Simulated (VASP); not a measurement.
Here is a VASP 6.6.1 calculation.

INCAR

```
SYSTEM = Al32CN32
PREC = Accurate
ENCUT = 520
EDIFF = 1E-6
ISMEAR = -1
SIGMA = 0.05
LREAL = Auto
LASPH = .True.
NELM = 200
ALGO = Normal
ISIF = 2
LWAVE = .False.
LCHARG = .False.
ISPIN = 2
MAGMOM = 0 0 0 0 0 0 0 0.167 0 0 0 0 0 0 0 0 0 0 0 0 0 0 0 0 0 0 0 0 0 0 0 0 0 0 0 0 0 0 0 0.167 0 0.167 0 0 0 0 0 0 0 0 0.167 0 0 0 0 0 0 0 0 0 0.167 0 0 0 0.167
LORBIT = 11
GGA = PS
NELECT = 261.0
ISYM = 0
NBANDS = 172
GGA_COMPAT = .False.
```

File KPOINTS:

```
Automatic mesh
0
Gamma
  1 1 1
  0.25 0.25 0.25
```

POSCAR

```
Al32CN32
1.0
    8.7554440000      0.0000000000      0.0000000000
    0.0000000000      8.7554440000      0.0000000000
    0.0000000000      0.0000000000      8.7554440000
Al N C
32 32 1
Direct
    0.9977080000      0.9971370000      0.9982870000
    0.9982060000      0.9996340000      0.4969590000
    0.0032340000      0.4960380000      0.0038140000
    0.9973490000      0.4987770000      0.4996490000
    0.4964060000      0.9996310000      0.9987750000
    0.4968870000      0.9998930000      0.4974630000
    0.4990790000      0.4987750000      0.9979140000
    0.4738470000      0.4846880000      0.4744750000
    0.2475870000      0.2470340000      0.9975760000
    0.2436110000      0.2434760000      0.4966200000
    0.2473030000      0.7482630000      0.9987410000
    0.2508600000      0.7474300000      0.4988670000
    0.7483840000      0.2455710000      0.0004570000
    0.7467000000      0.2475120000      0.4983070000
    0.7472610000      0.7475540000      0.9961280000
    0.7503530000      0.7520860000      0.4931420000
    0.2467320000      0.9966090000      0.2472890000
    0.2451030000      0.0013240000      0.7489350000
    0.2411370000      0.4961070000      0.2416980000
    0.2504140000      0.4988200000      0.7460290000
    0.7483500000      0.0012990000      0.2456920000
    0.7474850000      0.9989950000      0.7480450000
    0.7454610000      0.4988300000      0.2509750000
    0.7696600000      0.4869700000      0.7701740000
    0.9969890000      0.2470320000      0.2481520000
    0.9998910000      0.2455550000      0.7489560000
    0.9981800000      0.7482660000      0.2478620000
    0.9955750000      0.7475600000      0.7478210000
    0.4960620000      0.2435080000      0.2441990000
    0.4977210000      0.2474990000      0.7472660000
    0.4982870000      0.7474220000      0.2514060000
    0.4925350000      0.7521140000      0.7508940000
    0.1223450000      0.1230700000      0.1229180000
    0.1207940000      0.1232870000      0.6230750000
    0.1222000000      0.6244720000      0.1227610000
    0.1232570000      0.6234370000      0.6236680000
    0.6225130000      0.1232930000      0.1213830000
    0.6228020000      0.1239250000      0.6233680000
    0.6231070000      0.6234380000      0.1238070000
    0.6809370000      0.6446330000      0.6814050000
    0.3720760000      0.3719950000      0.1216320000
    0.3680390000      0.3656670000      0.6210430000
    0.3727640000      0.8737770000      0.1230310000
    0.3676740000      0.8827880000      0.6236770000
    0.8726660000      0.3725570000      0.1249410000
    0.8753830000      0.3693320000      0.6245980000
    0.8727000000      0.8739860000      0.1233770000
    0.8753430000      0.8794100000      0.6218800000
    0.3703290000      0.1229520000      0.3708850000
    0.3719890000      0.1244800000      0.8737930000
    0.3577920000      0.6232370000      0.3583600000
    0.3722470000      0.6224870000      0.8756820000
    0.8732070000      0.1244800000      0.3725550000
    0.8738970000      0.1233620000      0.8744720000
    0.8751270000      0.6224880000      0.3727980000
    0.8867070000      0.6232520000      0.8872750000
    0.1210660000      0.3719890000      0.3726310000
    0.1243680000      0.3725540000      0.8732420000
    0.1224760000      0.8737760000      0.3733270000
    0.1228090000      0.8739880000      0.8732740000
    0.6204740000      0.3657170000      0.3686620000
    0.6240450000      0.3693540000      0.8759260000
    0.6231040000      0.8827370000      0.3682690000
    0.6213230000      0.8793870000      0.8758870000
    0.5706350000      0.6422520000      0.5712830000
```

Potentials or basis: VASP PAW PBE potentials, release 64 (Al, N, C).

Launch:

```sh
$ cat potpaw_PBE.64/Al/POTCAR potpaw_PBE.64/N/POTCAR potpaw_PBE.64/C/POTCAR > POTCAR
$ mpirun -np 1 vasp_std > vasp.out
```

**Question.** What does it give for the site moments?

**Answer.** Al -0.00, +0.00, +0.04, +0.03 (each value once); N +0.00, -0.00, +0.21, +0.01, +0.03 (each value once); C +0.26 μB.

**Question.** Estimate the largest force.

**Answer.** 0.311 eV/Å.

**Question.** Predict the net moment.

**Answer.** 1.00 μB per cell.

Forces in eV/Å, atoms in the order of the input:
```
Al   0.020  0.019  0.020
Al   0.022  0.026  0.011
Al   0.034 -0.009  0.033
Al   0.038  0.027  0.004
Al   0.011  0.026  0.021
Al   0.020  0.037  0.018
Al   0.006  0.027  0.038
Al   0.035  0.004  0.032
Al   0.020  0.019  0.022
Al   0.022  0.028  0.002
Al   0.019  0.016  0.020
Al   0.010  0.001  0.011
Al   0.028  0.007  0.025
Al   0.013  0.026  0.008
Al   0.018  0.031  0.009
Al   0.013  0.014  0.005
Al   0.024  0.028  0.026
Al   0.021  0.031  0.034
Al   0.021 -0.009  0.023
Al   0.029  0.029  0.009
Al   0.036  0.033  0.020
Al   0.034  0.016  0.034
Al   0.010  0.028  0.031
Al   0.005  0.000  0.009
Al   0.023  0.017  0.021
Al   0.028  0.009  0.026
Al   0.021  0.015  0.019
Al   0.007  0.031  0.020
Al   0.002  0.029  0.025
Al   0.009  0.027  0.013
Al   0.012  0.002  0.012
Al   0.007  0.015  0.018
N   -0.021 -0.024 -0.022
N   -0.021 -0.022 -0.010
N   -0.011 -0.002 -0.010
N   -0.023 -0.025 -0.018
N   -0.011 -0.021 -0.022
N   -0.021 -0.024 -0.020
N   -0.019 -0.025 -0.021
N    0.155  0.155  0.160
N   -0.018 -0.029 -0.027
N   -0.036 -0.024 -0.016
N   -0.016 -0.022 -0.019
N    0.012 -0.023  0.006
N   -0.026 -0.024 -0.030
N   -0.042 -0.022 -0.024
N   -0.020 -0.012 -0.015
N   -0.001 -0.026  0.005
N   -0.021 -0.028 -0.021
N   -0.020 -0.024 -0.027
N   -0.012  0.010 -0.011
N   -0.028 -0.012 -0.025
N   -0.026 -0.024 -0.019
N   -0.022 -0.012 -0.022
N   -0.027 -0.013 -0.026
N   -0.038  0.010 -0.041
N   -0.027 -0.028 -0.017
N   -0.029 -0.024 -0.026
N   -0.019 -0.022 -0.016
N   -0.015 -0.011 -0.021
N   -0.018 -0.027 -0.040
N   -0.024 -0.022 -0.044
N    0.006 -0.020  0.011
N    0.003 -0.024  0.000
C   -0.181 -0.162 -0.194
```

Caveat: the cell carries a net charge on a neutralising background, which shifts energy and pressure; the PAW data sets were made with another functional, which shifts forces and pressure a little.
